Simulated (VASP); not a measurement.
# InAs (Fm-3m) in VASP: further runs

The runs below take InAs through single point, relaxation of cell and atoms, with PBE0, PBE+D4, PBEsol+D3(BJ), PBEsol+D4.

All numbers are computed with VASP 6.6.1; they aren't measurements. Logs are shortened: lines on timing, memory, paths and dates and some standing lists are left out, and cuts for length are marked.

**1. The cell of the first run**

The structure is cubic, space group Fm-3m (No. 225). The conventional cell has a = 5.755 Å, b = 5.755 Å, c = 5.755 Å, α = 90.00°, β = 90.00°, γ = 90.00°. In (site symmetry m-3m) has 6 As at 2.88 Å within 3.8 Å. Within 3.8 Å of As (site symmetry m-3m) lie 6 In at 2.88 Å.

**2. Single point, PBE0, non-collinear spin, zero start, spin-orbit coupling**

Contents of POSCAR:

```
InAs
1.0
    0.0000000000      2.8773040000      2.8773040000
    2.8773040000      0.0000000000      2.8773040000
    2.8773040000      2.8773040000      0.0000000000
In As
1 1
Direct
    0.5000000000      0.5000000000      0.5000000000
    0.0000000000      0.0000000000      0.0000000000
```

Contents of INCAR.step1:

```
PREC = Accurate
ENCUT = 400
EDIFF = 1E-5
ISMEAR = -1
SIGMA = 0.05
LREAL = False
LASPH = True
NELM = 200
ALGO = Normal
ISIF = 2
LWAVE = True
LCHARG = False
MAGMOM = 0 0 0 0 0 0
LORBIT = 11
LSORBIT = True
GGA_COMPAT = False
LORBMOM = True
GGA = PE
NBANDS = 30
```

Contents of INCAR.step2:

```
PREC = Accurate
ENCUT = 400
EDIFF = 1E-6
ISMEAR = -1
SIGMA = 0.05
LREAL = False
LASPH = True
NELM = 200
ALGO = Normal
ISIF = 2
LWAVE = False
LCHARG = False
MAGMOM = 0 0 0 0 0 0
LORBIT = 11
LSORBIT = True
GGA_COMPAT = False
LORBMOM = True
GGA = PE
LHFCALC = True
AEXX = 0.25
PRECFOCK = Normal
ISTART = 1
NBANDS = 30
```

Contents of KPOINTS:

```
Automatic mesh
0
Gamma
  4 4 4
```

Potentials or basis: VASP PAW PBE potentials, release 64 (In_d, As).

Launch:

```console
$ cat potpaw_PBE.64/In_d/POTCAR potpaw_PBE.64/As/POTCAR > POTCAR
$ cp INCAR.step1 INCAR
$ mpirun -np 1 vasp_ncl > vasp.out
$ cp INCAR.step2 INCAR
$ mpirun -np 1 vasp_ncl > vasp.out
```

OUTCAR:

```text
PREC = Accurate
   ENCUT = 400
   EDIFF = 1E-6
   ISMEAR = -1
   LREAL = False
   LASPH = True
   NELM = 200
   ISIF = 2
   LORBIT = 11
   LSORBIT = True
   GGA = PE
   LHFCALC = True
   AEXX = 0.25
   PRECFOCK = Normal
   ISTART = 1

 ion  position               nearest neighbor table
   1  0.500  0.500  0.500-   2 2.88   2 2.88   2 2.88   2 2.88   2 2.88   2 2.88
   2  0.000  0.000  0.000-   1 2.88   1 2.88   1 2.88   1 2.88   1 2.88   1 2.88

  LATTYP: Found a face centered cubic cell.
 ALAT       =     5.7546080000

  Lattice vectors:

 A1 = (   0.0000000000,   2.8773040000,   2.8773040000)
 A2 = (   2.8773040000,   0.0000000000,   2.8773040000)
 A3 = (   2.8773040000,   2.8773040000,   0.0000000000)

Analysis of symmetry for initial positions (statically):
=====================================================================
 Subroutine PRICEL returns:
 Original cell was already a primitive cell.

 Routine SETGRP: Setting up the symmetry group for a
 face centered cubic supercell.

 Subroutine GETGRP returns: Found 48 space group operations
 (whereof 48 operations were pure point group operations)
 out of a pool of 48 trial point group operations.

The static configuration has the point symmetry O_h .

Analysis of symmetry for dynamics (positions and initial velocities):
=====================================================================
 Subroutine PRICEL returns:
 Original cell was already a primitive cell.

 Routine SETGRP: Setting up the symmetry group for a
 face centered cubic supercell.

 Subroutine GETGRP returns: Found 48 space group operations
 (whereof 48 operations were pure point group operations)
 out of a pool of 48 trial point group operations.

The dynamic configuration has the point symmetry O_h .

Analysis of structural, dynamic, and magnetic symmetry:
=====================================================================
 Subroutine PRICEL returns:
 Original cell was already a primitive cell.

 Routine SETGRP: Setting up the symmetry group for a
 face centered cubic supercell.

 Subroutine GETGRP returns: Found 48 space group operations
 (whereof 48 operations were pure point group operations)
 out of a pool of 48 trial point group operations.

The overall configuration has the point symmetry O_h .

[... 434 lines left out ...]
      2.87730      2.87730      2.87730        -0.000000     -0.000000     -0.000000
      0.00000      0.00000      0.00000         0.000000      0.000000      0.000000
 -----------------------------------------------------------------------------------
    total drift:                                0.000000     -0.000000      0.000000

  FREE ENERGIE OF THE ION-ELECTRON SYSTEM (eV)
  ---------------------------------------------------
  free  energy   TOTEN  =        -9.3224617250 eV

  energy  without entropy=       -9.3224389037  energy(sigma->0) =       -9.32245031

 orbital moment (x)

 # of ion     p       d       tot
 ----------------------------------------
  1         0.000  -0.000   0.000
  2        -0.000   0.000  -0.000
 ----------------------------------------
           -0.000  -0.000  -0.000

 orbital moment (y)

 # of ion     p       d       tot
 ----------------------------------------
  1         0.000  -0.000  -0.000
  2        -0.000   0.000  -0.000
 ----------------------------------------
           -0.000  -0.000  -0.000

 orbital moment (z)

 # of ion     p       d       tot
 ----------------------------------------
  1         0.000  -0.000  -0.000
  2        -0.000   0.000  -0.000
 ----------------------------------------
           -0.000  -0.000  -0.000

 Spin-Orbit-Coupling matrix elements

 Ion:    1  E_soc:     -0.0609273
 l=   1
     0.0000000    -0.0043992    -0.0043992
    -0.0043992     0.0000000    -0.0043992
    -0.0043992    -0.0043992     0.0000000
 l=   2
     0.0000000    -0.0011985     0.0000000    -0.0011985    -0.0045569
    -0.0011985     0.0000000    -0.0034177    -0.0011985    -0.0011392
     0.0000000    -0.0034177     0.0000000    -0.0034177     0.0000000
    -0.0011985    -0.0011985    -0.0034177     0.0000000    -0.0011392
    -0.0045569    -0.0011392     0.0000000    -0.0011392     0.0000000
 l=   3
     0.0000000     0.0000000     0.0000000     0.0000000     0.0000000     0.0000000     0.0000000
     0.0000000     0.0000000     0.0000000     0.0000000     0.0000000     0.0000000     0.0000000
     0.0000000     0.0000000     0.0000000     0.0000000     0.0000000     0.0000000     0.0000000
     0.0000000     0.0000000     0.0000000     0.0000000     0.0000000     0.0000000     0.0000000
     0.0000000     0.0000000     0.0000000     0.0000000     0.0000000     0.0000000     0.0000000
     0.0000000     0.0000000     0.0000000     0.0000000     0.0000000     0.0000000     0.0000000
     0.0000000     0.0000000     0.0000000     0.0000000     0.0000000     0.0000000     0.0000000

 Ion:    2  E_soc:     -0.0414425
 l=   1
     0.0000000    -0.0069089    -0.0069089
    -0.0069089     0.0000000    -0.0069089
    -0.0069089    -0.0069089     0.0000000
 l=   2
     0.0000000    -0.0000008     0.0000000    -0.0000008     0.0000026
    -0.0000008     0.0000000     0.0000020    -0.0000008     0.0000007
     0.0000000     0.0000020     0.0000000     0.0000020     0.0000000
    -0.0000008    -0.0000008     0.0000020     0.0000000     0.0000007
     0.0000026     0.0000007     0.0000000     0.0000007     0.0000000
 l=   3
     0.0000000     0.0000000     0.0000000     0.0000000     0.0000000     0.0000000     0.0000000
     0.0000000     0.0000000     0.0000000     0.0000000     0.0000000     0.0000000     0.0000000
     0.0000000     0.0000000     0.0000000     0.0000000     0.0000000     0.0000000     0.0000000
     0.0000000     0.0000000     0.0000000     0.0000000     0.0000000     0.0000000     0.0000000
     0.0000000     0.0000000     0.0000000     0.0000000     0.0000000     0.0000000     0.0000000
     0.0000000     0.0000000     0.0000000     0.0000000     0.0000000     0.0000000     0.0000000
     0.0000000     0.0000000     0.0000000     0.0000000     0.0000000     0.0000000     0.0000000

 total charge

# of ion       s       p       d       tot
------------------------------------------
    1        0.844   0.542   9.904  11.290
    2        1.256   1.545   0.016   2.817
--------------------------------------------------
tot          2.101   2.086   9.920  14.107

 magnetization (x)

# of ion       s       p       d       tot
------------------------------------------
    1        0.000   0.000   0.000   0.000
    2        0.000   0.000   0.000   0.000
--------------------------------------------------
tot          0.000   0.000   0.000   0.000

 magnetization (y)

# of ion       s       p       d       tot
------------------------------------------
    1       -0.000   0.000  -0.000  -0.000
    2       -0.000   0.000   0.000  -0.000
--------------------------------------------------
tot         -0.000   0.000  -0.000  -0.000

 magnetization (z)

# of ion       s       p       d       tot
------------------------------------------
    1        0.000   0.000   0.000   0.000
    2        0.000  -0.000   0.000  -0.000
--------------------------------------------------
tot          0.000  -0.000   0.000  -0.000
```

OUTCAR.step1:

```text
PREC = Accurate
   ENCUT = 400
   EDIFF = 1E-5
   ISMEAR = -1
   LREAL = False
   LASPH = True
   NELM = 200
[... 580 lines left out ...]
tot          0.000  -0.000  -0.000   0.000

 magnetization (y)

# of ion       s       p       d       tot
------------------------------------------
    1        0.000   0.000   0.000   0.000
    2       -0.000  -0.000   0.000  -0.000
--------------------------------------------------
tot          0.000   0.000   0.000   0.000

 magnetization (z)

# of ion       s       p       d       tot
------------------------------------------
    1       -0.000   0.000  -0.000  -0.000
    2        0.000   0.000   0.000   0.000
--------------------------------------------------
tot         -0.000   0.000  -0.000  -0.000
```

OSZICAR.step1:

```text
N       E                     dE             d eps       ncg     rms          rms(c)
DAV:   1     0.141100902683E+03    0.14110E+03   -0.71596E+03   492   0.117E+03
DAV:   2     0.705531238380E+01   -0.13405E+03   -0.12798E+03   486   0.331E+02
DAV:   3    -0.681085270701E+01   -0.13866E+02   -0.13598E+02   580   0.115E+02
DAV:   4    -0.730708830704E+01   -0.49624E+00   -0.49493E+00   572   0.216E+01
DAV:   5    -0.732619559049E+01   -0.19107E-01   -0.19104E-01   734   0.404E+00    0.377E+00
DAV:   6    -0.705189983957E+01    0.27430E+00   -0.36992E-01   670   0.113E+01    0.191E+00
DAV:   7    -0.704754081835E+01    0.43590E-02   -0.13061E-01   736   0.262E+00    0.768E-01
DAV:   8    -0.704719831413E+01    0.34250E-03   -0.16037E-02   666   0.186E+00    0.455E-01
DAV:   9    -0.704683094630E+01    0.36737E-03   -0.18209E-03   654   0.493E-01    0.111E-01
DAV:  10    -0.704673024657E+01    0.10070E-03   -0.11333E-03   636   0.463E-01    0.594E-02
DAV:  11    -0.704671872958E+01    0.11517E-04   -0.17823E-04   666   0.165E-01    0.331E-02
DAV:  12    -0.704673443959E+01   -0.15710E-04   -0.25579E-05   476   0.349E-02    0.110E-02
DAV:  13    -0.704673018757E+01    0.42520E-05   -0.58981E-06   364   0.326E-02
   1 F= -.70467302E+01 E0= -.70320312E+01  d E =-.293980E-01  mag=    -0.0000     0.0000    -0.0000
```

Wall time 16 min (1 thread of Intel Xeon Platinum 8488C (Sapphire Rapids), shared host); peak memory 0.25 GiB.

Results:

- Free energy: -9.3225 eV
- Pressure: -2.5 GPa
- Net moment: 0.00 μB per cell
- Valence electrons inside the program's atomic spheres: In 11.29; As 2.82

Moments on the atoms (μB; x, y, z):
```
In  0.00 0.00 0.00
As  0.00 0.00 0.00
```

Caveat: the k points lie up to 0.47 Å⁻¹ apart; the PAW data sets were made with another functional, which shifts forces and pressure a little.

**3. Relaxation of cell and atoms, PBE+D4**

Contents of INCAR:

```
SYSTEM = InAs
  PREC = Accurate
  ENCUT = 600
  EDIFF = 1E-6
  ISMEAR = -1
  SIGMA = 0.05
  LREAL = .FALSE.
  LASPH = .TRUE.
  NELM = 80
  ALGO = Normal
  ISIF = 3
  LWAVE = .FALSE.
  LCHARG = .FALSE.
  GGA = PE
  IVDW = 13
  IBRION = 2
  NSW = 60
  EDIFFG = -0.01
```

Contents of KPOINTS:

```
regular mesh
0
G
  8 8 8
  0 0 0
```

POSCAR is that of step 2.

Potentials or basis: VASP PAW PBE potentials, release 64 (In_d, As).

Launch:

```console
$ cat potpaw_PBE.64/In_d/POTCAR potpaw_PBE.64/As/POTCAR > POTCAR
$ mpirun -np 1 vasp_std > vasp.out
```

Wall time 65 s (1 thread of Intel Xeon 8259CL, shared host); peak memory 0.21 GiB.

It converged, with:

```
Free energy                           : -8.1401 eV
Relaxed volume                        : 22.85 Å³/atom
Relaxed cell                          : a = 4.013 Å, b = 4.013 Å, c = 4.013 Å, α = 60.00°, β = 60.00°, γ = 60.00°
Space group after relaxing (to 0.1 Å) : Fm-3m (No. 225)
Energy gained by relaxing             : 8.2 meV/atom
Ionic steps                           : 3
Pressure after relaxing               : 0.0 GPa
Band gap on the k mesh                : zero (bands 9 and 10 overlap by 2.72 eV)
Dispersion energy per atom            : -0.418 eV
```

The path:
```
step  energy change (eV)  largest force (eV/Å)  pressure (GPa)  volume (Å³)
   1              0.0000                0.0000           -2.62        47.64
   2             -0.0140                0.0000            1.12        45.01
   3             -0.0164                0.0000            0.04        45.71
```

Final structure:
```yaml
crystal:
  lattice:
    - [0.00000, 2.83785, 2.83785]
    - [2.83785, 0.00000, 2.83785]
    - [2.83785, 2.83785, 0.00000]
  atoms:
    - { symbol: In, position: [0.50000, 0.50000, 0.50000] }
    - { symbol: As, position: [0.00000, 0.00000, 0.00000] }
```

Levels at points of the mesh, in eV from the Fermi level:
| k point | band 5 | band 6 | band 7 | band 8 | band 9 | band 10 | band 11 | band 12 | band 13 |
| --- | --- | --- | --- | --- | --- | --- | --- | --- | --- |
| (0.00, 0.00, 0.00) | -14.35 | -12.40 | -0.38 | -0.24 | -0.24 | -0.24 | 7.20 | 7.20 | 7.20 |
| (0.50, 0.00, 0.00) | -14.29 | -10.61 | -6.73 | 0.18 | 0.18 | 2.15 | 3.28 | 3.28 | 4.66 |
| (0.50, 0.50, 0.00) | -14.26 | -9.62 | -4.96 | -2.90 | -2.37 | -2.37 | 3.80 | 9.51 | 9.51 |

Caveat: spin-orbit coupling is left out, which moves the levels of the heavy elements.

(Part 1 of 2 ends here.)
